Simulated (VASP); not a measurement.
A run of VASP 6.6.1 is set up as follows.

The input INCAR:

```
PREC = Accurate ; ENCUT = 500
EDIFF = 1E-6 ; ISMEAR = 0
SIGMA = 0.01 ; LREAL = F
LASPH = T ; NELM = 120
ALGO = Normal ; ISIF = 2
LWAVE = F ; LCHARG = F
NBANDS = 14 ; GGA_COMPAT = F
```

The input KPOINTS:

```
regular mesh
0
Gamma
  2 2 2
```

POSCAR

```
NaI
1.0
    0.0000000000      3.5431916810      3.5431916810
    3.5431916810      0.0000000000      3.5431916810
    3.5431916810      3.5431916810      0.0000000000
Na I
1 1
Direct
    0.0000000000      0.0000000000      0.0000000000
    0.2500000000      0.2500000000      0.2500000000
```

Potentials or basis: VASP PAW LDA potentials, release 64 (Na_pv, I).

The run is started by

```bash
$ cat potpaw_LDA.64/Na_pv/POTCAR potpaw_LDA.64/I/POTCAR > POTCAR
$ mpirun -np 1 vasp_std > vasp.out
```

(1) Estimate the band gap on the k mesh.

(2) What does it give for the pressure?

## Answers

(1) 3.43 eV.

(2) -0.1 GPa.

Caveat: the k points lie up to 0.77 Å⁻¹ apart; spin-orbit coupling is left out, which moves the levels of the heavy elements.
